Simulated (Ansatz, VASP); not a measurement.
# TaN: VASP beside Ansatz

```xyz
2
Lattice="-1.5471 2.2088 1.5779 1.5471 -2.2088 1.5779 1.5471 2.2088 -1.5779" Properties=species:S:1:pos:R:3 pbc="T T T"
Ta    0.0000    0.0000    0.0000
N     0.0000    2.2088    0.0000
```

Alike in both runs: functional PBE; k mesh 6 × 6 × 6; occupations gaussian, width 0.1 eV; no spin polarisation.

Ansatz relaxed the structure, and its values are those at the end. VASP's run is a single point on that final structure, the one shown.

|  | VASP | Ansatz |
| --- | --- | --- |
| version | VASP 6.6.1 | Ansatz 0.2.0 |
| potentials or method | VASP PAW PBE potentials, release 64 (Ta_pv, N), cutoff 520 eV | scalar-relativistic, plane waves, PAW |
| valence electrons in the cell | 16 | 18 |

```tsv
	VASP	Ansatz	Ansatz less VASP
gap on the k mesh at the Fermi level (eV)	none	none	-
pressure (GPa)	0.9	0.1	-0.79
```

A gap of «none» marks a metal or a gap that the smearing closes. With one functional, cell and mesh, what is left measures potentials, basis and numerics. VASP's potentials hold 16 valence electrons a cell and Ansatz's 18, so a difference there can come from the potentials and not from the codes.

The k mesh is coarse, so the values compare programs but aren't converged. Neither program's run includes spin-orbit coupling.
